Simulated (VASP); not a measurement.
Input of a VASP 6.6.1 run:

INCAR

```
PREC = Accurate ; ENCUT = 520
EDIFF = 1E-7 ; ISMEAR = 0
SIGMA = 0.15 ; LREAL = False
LASPH = True ; NELM = 80
ALGO = Normal ; ISIF = 2
LWAVE = False ; LCHARG = False
GGA = PE ; NBANDS = 13
```

Contents of KPOINTS:

```
Automatic mesh
0
Gamma
  20 20 20
```

Contents of POSCAR:

```
Ru
1.0
   -0.1333558828      1.7907789969      1.7907789969
    1.7907789969     -0.1333558828      1.7907789969
    1.7907789969      1.7907789969     -0.1333558828
Ru
1
Direct
    0.0000000000      0.0000000000      0.0000000000
```

Potentials or basis: VASP PAW PBE potentials, release 64 (Ru_pv).

The run is started by

```sh
$ cat potpaw_PBE.64/Ru_pv/POTCAR > POTCAR
$ mpirun -np 1 vasp_std > vasp.out
```

Q: Predict the band gap on the k mesh.

A: Zero (band 7 reaches 16.31 eV, above the bottom of band 8 at 12.15 eV).

Q: What does it give for the pressure?

A: 35.4 GPa.

Stress tensor (GPa, compression positive):
```
35.41 22.14 22.14
22.14 35.41 22.14
22.14 22.14 35.41
```
